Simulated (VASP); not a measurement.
# Ta4N5 (I4/m) in VASP: relaxation of shape and atoms at fixed volume with PBEsol

Aim: the relaxation of shape and atoms at fixed volume of Ta4N5 with PBEsol.

Everything below comes from runs of VASP 6.6.1. Logs are shortened: lines on timing, memory, paths and dates and some standing lists are left out, and cuts for length are marked.

### 1 The cell of the first run

Symmetry: I4/m, No. 87, tetragonal system. The conventional cell has a = 6.966 Å, b = 6.966 Å, c = 4.329 Å, α = 90.00°, β = 90.00°, γ = 90.00°. Ta (site symmetry m) has 6 N at 2.11 to 2.24 Å within 2.8 Å. Within 2.8 Å of N (site symmetry 4/m) lie 4 Ta at 2.11 Å. N (site symmetry m) has 5 Ta at 2.17 to 2.24 Å and 12 N at 2.97 to 3.19 Å within 3.2 Å.

### 2 Relaxation of shape and atoms at fixed volume, PBEsol (11.67 Å³/atom)

INCAR

```
  PREC = Accurate
  ENCUT = 600
  EDIFF = 1E-7
  ISMEAR = 0
  SIGMA = 0.1
  LREAL = F
  LASPH = T
  NELM = 120
  ALGO = Normal
  ISIF = 4
  LWAVE = F
  LCHARG = F
  GGA = PS
  IBRION = 2
  NSW = 50
  EDIFFG = -0.01
  GGA_COMPAT = F
  NELMIN = 4
  KPAR = 4
```

KPOINTS

```
regular mesh
0
Gamma
  10 10 10
```

POSCAR

```
Ta4N5
1.0
   -3.4828948070      3.4828948070      2.1646692304
    3.4828948070     -3.4828948070      2.1646692304
    3.4828948070      3.4828948070     -2.1646692304
Ta N
4 5
Direct
    0.7835843485      0.6049567104      0.3885410588
    0.3950432896      0.7835843485      0.1786276381
    0.6049567104      0.2164156515      0.8213723619
    0.2164156515      0.3950432896      0.6114589412
    0.5000000000      0.5000000000      0.0000000000
    0.9075228507      0.3082406646      0.2157635154
    0.6917593354      0.9075228507      0.5992821861
    0.3082406646      0.0924771493      0.4007178139
    0.0924771493      0.6917593354      0.7842364846
```

Potentials or basis: VASP PAW PBE potentials, release 64 (Ta_pv, N).

Run with:

```
$ cat potpaw_PBE.64/Ta_pv/POTCAR potpaw_PBE.64/N/POTCAR > POTCAR
$ mpirun -np 4 vasp_std > vasp.out
```

OUTCAR:

```text
PREC = Accurate
   ENCUT = 600
   EDIFF = 1E-7
   ISMEAR = 0
   LREAL = F
   LASPH = T
   NELM = 120
   ISIF = 4
   GGA = PS
   IBRION = 2
   NSW = 50
   EDIFFG = -0.01
   NELMIN = 4

 ion  position               nearest neighbor table
   1  0.784  0.605  0.389-   5 2.11   8 2.17   8 2.17   7 2.20   9 2.24   6 2.24   3 2.98   2 2.98
                             4 3.00   4 3.00   2 3.21   2 3.21   3 3.21   3 3.21   4 3.35
   2  0.395  0.784  0.179-   5 2.11   6 2.17   6 2.17   9 2.20   8 2.24   7 2.24   4 2.98   1 2.98
                             3 3.00   3 3.00   1 3.21   1 3.21   4 3.21   4 3.21   3 3.35
   3  0.605  0.216  0.821-   5 2.11   9 2.17   9 2.17   6 2.20   7 2.24   8 2.24   1 2.98   4 2.98
                             2 3.00   2 3.00   4 3.21   4 3.21   1 3.21   1 3.21   2 3.35
   4  0.216  0.395  0.611-   5 2.11   7 2.17   7 2.17   8 2.20   6 2.24   9 2.24   2 2.98   3 2.98
                             1 3.00   1 3.00   3 3.21   3 3.21   2 3.21   2 3.21   1 3.35
   5  0.500  0.500  0.000-   1 2.11   4 2.11   3 2.11   2 2.11
   6  0.908  0.308  0.216-   2 2.17   2 2.17   3 2.20   4 2.24   1 2.24
   7  0.692  0.908  0.599-   4 2.17   4 2.17   1 2.20   3 2.24   2 2.24
   8  0.308  0.092  0.401-   1 2.17   1 2.17   4 2.20   2 2.24   3 2.24
   9  0.092  0.692  0.784-   3 2.17   3 2.17   2 2.20   1 2.24   4 2.24

  LATTYP: Found a body centered tetragonal cell.
 ALAT       =     6.9657896140
 C/A-ratio  =     0.6215143868

  Lattice vectors:

 A1 = (  -3.4828948070,   3.4828948070,   2.1646692304)
 A2 = (   3.4828948070,  -3.4828948070,   2.1646692304)
 A3 = (   3.4828948070,   3.4828948070,  -2.1646692304)

Analysis of symmetry for initial positions (statically):
=====================================================================
 Subroutine PRICEL returns:
 Original cell was already a primitive cell.

 Routine SETGRP: Setting up the symmetry group for a
 body centered tetragonal supercell.

 Subroutine GETGRP returns: Found  8 space group operations
 (whereof  8 operations were pure point group operations)
 out of a pool of 16 trial point group operations.

The static configuration has the point symmetry C_4h.

Analysis of symmetry for dynamics (positions and initial velocities):
=====================================================================
 Subroutine PRICEL returns:
 Original cell was already a primitive cell.

 Routine SETGRP: Setting up the symmetry group for a
 body centered tetragonal supercell.

 Subroutine GETGRP returns: Found  8 space group operations
 (whereof  8 operations were pure point group operations)
 out of a pool of 16 trial point group operations.

The dynamic configuration has the point symmetry C_4h.

 Subroutine INISYM returns: Found  8 space group operations
 (whereof  8 operations are pure point group operations),
 and found     1 'primitive' translations

----------------------------------------------------------------------------------------

                                     Primitive cell

  volume of cell :     105.0346

  direct lattice vectors                    reciprocal lattice vectors
    -3.482894807  3.482894807  2.164669230     0.000000000  0.143558743  0.230982172
     3.482894807 -3.482894807  2.164669230     0.143558743  0.000000000  0.230982172
     3.482894807  3.482894807 -2.164669230     0.143558743  0.143558743  0.000000000

  length of vectors
     5.380232834  5.380232834  5.380232834     0.271959328  0.271959328  0.203022721

  position of ions in fractional coordinates (direct lattice)
     0.783584348  0.604956710  0.388541059
     0.395043290  0.783584348  0.178627638
     0.604956710  0.216415652  0.821372362
     0.216415652  0.395043290  0.611458941
     0.500000000  0.500000000  0.000000000
     0.907522851  0.308240665  0.215763515
     0.691759335  0.907522851  0.599282186
     0.308240665  0.092477149  0.400717814
     0.092477149  0.691759335  0.784236485

  ion indices of the primitive-cell ions
   primitive index   ion index
                 1           1
                 2           2
                 3           3
                 4           4
                 5           5
                 6           6
                 7           7
                 8           8
                 9           9

----------------------------------------------------------------------------------------

 KPOINTS: regular mesh

Automatic generation of k-mesh.
 Grid dimensions read from file:
 generate k-points for:   10   10   10

 Generating k-lattice:

  Cartesian coordinates                     Fractional coordinates (reciprocal lattice)
     0.000000000  0.014355874  0.023098217     0.100000000  0.000000000  0.000000000
     0.014355874  0.000000000  0.023098217     0.000000000  0.100000000  0.000000000
     0.014355874  0.014355874  0.000000000     0.000000000  0.000000000  0.100000000

  Length of vectors
     0.027195933  0.027195933  0.020302272

  Shift w.r.t. Gamma in fractional coordinates (k-lattice)
     0.000000000  0.000000000  0.000000000

 Subroutine IBZKPT returns following result:
 ===========================================

 Found    144 irreducible k-points:

 Following reciprocal coordinates:
            Coordinates               Weight
  0.000000  0.000000  0.000000      1.000000
  0.100000 -0.000000  0.000000      8.000000
  0.200000 -0.000000  0.000000      8.000000
  0.300000 -0.000000  0.000000      8.000000
  0.400000  0.000000  0.000000      8.000000
  0.500000 -0.000000  0.000000      4.000000
[... 16 lines left out ...]
  0.200000  0.200000  0.000000      8.000000
  0.300000  0.200000  0.000000      8.000000
 [... further k-points ...]
   k-points           NKPTS =    144   k-points in BZ     NKDIM =    144   number of bands    NBANDS=     41
   number of dos      NEDOS =    301   number of ions     NIONS =      9
   total plane-waves  NPLWV = 110592
   dimension x,y,z NGX =    48 NGY =   48 NGZ =   48
   dimension x,y,z NGXF=    96 NGYF=   96 NGZF=   96
   ions per type =               4   5
   NGX,Y,Z   is equivalent  to a cutoff of  14.83, 14.83, 14.83 a.u.
   NGXF,Y,Z  is equivalent  to a cutoff of  29.66, 29.66, 29.66 a.u.
 SYSTEM =  unknown system
   PREC   = accura    normal or accurate (medium, high low for compatibility)
   ISTART =      0    job   : 0-new  1-cont  2-samecut
   ICHARG =      2    charge: 1-file 2-atom 10-const
   ISPIN  =      1    spin polarized calculation?
   LNONCOLLINEAR =      F non collinear calculations
   LSORBIT =      F    spin-orbit coupling
   LASPH  =      T    aspherical Exc in radial PAW
   ENCUT  =  600.0 eV  44.10 Ry    6.64 a.u.  10.75 10.75 10.75*2*pi/ulx,y,z
   NELM   =    120;   NELMIN=  4; NELMDL= -5     # of ELM steps
   EDIFF  = 0.1E-06   stopping-criterion for ELM
   LREAL  =      F    real-space projection
   EDIFFG = -.1E-01   stopping-criterion for IOM
   NSW    =     50    number of steps for IOM
   IBRION =      2    ionic relax: 0-MD 1-quasi-New 2-CG
   NFREE  =      1    steps in history (QN), initial steepest desc. (CG)
   ISIF   =      4    stress and relaxation
   ISYM   =      2    0-nonsym 1-usesym 2-fastsym
   POTIM  = 0.5000    time-step for ionic-motion
   TEBEG  =    0.0;   TEEND  =   0.0 temperature during run
   PSTRESS=    0.0 pullay stress
   NELECT =      69.0000    total number of electrons
   NUPDOWN=      -1.0000    fix difference up-down
   EMIN   =  10.00;   EMAX   =-10.00  energy-range for DOS
   EFERMI =   0.00;   METHOD = LEGACY
   ISMEAR =     0;   SIGMA  =   0.10  broadening in eV -4-tet -1-fermi 0-gaus
   EFERMI_NEDOS =   21; number of points for ismear=-14 and -15
   IALGO  =     38    algorithm
   IMIX   =      4    mixing-type and parameters
     AMIX     =   0.40;   BMIX     =  1.00
     AMIX_MAG =   1.60;   BMIX_MAG =  1.00
  volume/ion in A,a.u.               =      11.67        78.76
  Fermi-wavevector in a.u.,A,eV,Ry     =   1.423138  2.689341 27.556188  2.025323
  Thomas-Fermi vector in A             =   2.543768
   LORBIT       =      0    0 simple, 1 ext, 2 COOP (PROOUT), +10 PAW based schemes
   GGA     = PS    functional components
   LHFCALC =     F    Hartree Fock is set to
   AEXX    =    0.0000 exact exchange contribution
   IVDW    =     0    specifies the selected vdW correction
   LEPSILON=     F    determine dielectric tensor
   LRPA    =     F    only Hartree local field effects (RPA)
 conjugate gradient relaxation of ions
 non-spin polarized calculation
 Gauss-broadening in eV      SIGMA  =   0.10
  energy-cutoff  :      600.00
  volume of cell :      105.03
 maximum number of plane-waves:      3549
 NGX is ok and might be reduce to    48
   NGX = 21   NGY = 21   NGZ = 21

--------------------------------------- Ionic step        1  -------------------------------------------

 number of electron      69.0000001 magnetization

 Free energy of the ion-electron system (eV)
  ---------------------------------------------------
  ext. energy  EPLUGINS =         0.00000000
  ---------------------------------------------------
  free energy    TOTEN  =      -104.16975617 eV

  energy without entropy =     -104.16117086  energy(sigma->0) =     -104.16546351

------------------------ aborting loop because EDIFF is reached ----------------------------------------

  FORCE on cell =-STRESS in cart. coord.  units (eV):
  Direction    XX          YY          ZZ          XY          YZ          ZX
  --------------------------------------------------------------------------------------
  -------------------------------------------------------------------------------------
  Total      -10.5613756    -10.5613756    -10.7139308     -0.0000001      0.0000000      0.0000000
  in kB     -161.1012159   -161.1012159   -163.4282649     -0.0000008      0.0000000      0.0000000
  external PRESSURE =    -161.8768989 kB  Pullay stress =       0.0000000 kB
[... 200 lines left out ...]
  energy  without entropy=     -104.1665064711  energy(sigma->0) =     -104.17080560

--------------------------------------- Ionic step        6  -------------------------------------------

 number of electron      68.9999998 magnetization

 Free energy of the ion-electron system (eV)
  ---------------------------------------------------
  ext. energy  EPLUGINS =         0.00000000
  ---------------------------------------------------
  free energy    TOTEN  =      -104.17524632 eV

  energy without entropy =     -104.16652703  energy(sigma->0) =     -104.17088667

 E-fermi :   7.0834     XC(G=0): -12.5924

 val. band max:        7.0774179437   @ k =  -0.3000   0.3000  -0.2000
 cond. band min:       7.0929872622   @ k =   0.3000   0.3000   0.2000
 fundamental gap:      0.0155693185
 Fermi energy:         7.0834031050

 k-point     1 :       0.0000    0.0000    0.0000
  band No.  band energies     occupation
      1     -29.0306      2.00000
      2     -28.9991      2.00000
      3     -28.9048      2.00000
      4     -28.9048      2.00000
      5     -28.8881      2.00000
      6     -28.8881      2.00000
[... 1045 lines left out ...]
     40       9.2585      0.00000
     41       9.5274      0.00000

 [... further k-points ...]

------------------------ aborting loop because EDIFF is reached ----------------------------------------

  FORCE on cell =-STRESS in cart. coord.  units (eV):
  Direction    XX          YY          ZZ          XY          YZ          ZX
  --------------------------------------------------------------------------------------
  -------------------------------------------------------------------------------------
  Total      -10.1984117    -10.1984117    -10.1924048     -0.0000000     -0.0000000     -0.0000000
  in kB     -155.5646340   -155.5646340   -155.4730061     -0.0000007     -0.0000000     -0.0000000
  external PRESSURE =    -155.5340914 kB  Pullay stress =       0.0000000 kB
[... 24 lines left out ...]
  FREE ENERGIE OF THE ION-ELECTRON SYSTEM (eV)
  ---------------------------------------------------
  free  energy   TOTEN  =      -104.1752463214 eV

  energy  without entropy=     -104.1665270253  energy(sigma->0) =     -104.17088667

 reached required accuracy - stopping structural energy minimisation
```

It took 8.8 min on 4 MPI ranks of Intel Xeon 6975P-C (Granite Rapids), shared host; peak memory 0.76 GiB.

What came out:

```
Free energy                  : -104.1752 eV
Energy gained by relaxing    : 0.6 meV/atom
Ionic steps                  : 6
Pressure after relaxing      : -15.6 GPa
Largest force after relaxing : 0.007 eV/Å
Band gap on the k mesh       : zero (an odd number of electrons rules out a gap without spin polarisation)
```

Forces in eV/Å, atoms in the order of the input:
```
Ta   0.002 -0.002  0.000
Ta  -0.002 -0.002  0.000
Ta   0.002  0.002  0.000
Ta  -0.002  0.002  0.000
N    0.000  0.000  0.000
N    0.002  0.006  0.000
N    0.006 -0.002  0.000
N   -0.006  0.002  0.000
N   -0.002 -0.006  0.000
```

The path:
```
step  energy change (eV)  largest force (eV/Å)  pressure (GPa)  volume (Å³)
   1              0.0000                0.1524          -16.19       105.03
   2             -0.0042                0.0715          -15.83       105.03
   3             -0.0047                0.0536          -15.63       105.03
   4             -0.0051                0.0266          -15.52       105.03
   5             -0.0053                0.0274          -15.57       105.03
   6             -0.0055                0.0068          -15.55       105.03
```

Final structure:
```
Ta N
1.0
    -3.48610    3.48610    2.16069
     3.48610   -3.48610    2.16069
     3.48610    3.48610   -2.16069
Ta N
4 5
Direct
  0.78279 0.60491 0.38769
  0.39509 0.78279 0.17788
  0.60491 0.21721 0.82212
  0.21721 0.39509 0.61231
  0.50000 0.50000 0.00000
  0.90682 0.31018 0.21701
  0.68982 0.90682 0.59664
  0.31018 0.09318 0.40336
  0.09318 0.68982 0.78299
```

Levels at points of the mesh, in eV from the Fermi level:
```tsv
k point	band 33	band 34	band 35	band 36	band 37	band 38
(0.00, 0.00, 0.00)	-1.26	-1.26	-0.94	0.51	0.98	0.98
(0.50, 0.00, 0.00)	-1.16	0.47	0.99	1.36	1.76	1.77
(0.50, 0.50, 0.00)	-2.61	-1.52	-0.60	0.35	0.64	1.50
(0.50, 0.50, 0.50)	-2.99	-1.74	-1.62	-0.47	-0.47	2.26
```

Caveat: the PAW data sets were made with another functional, which shifts forces and pressure a little; spin-orbit coupling is left out, which moves the levels of the heavy elements.
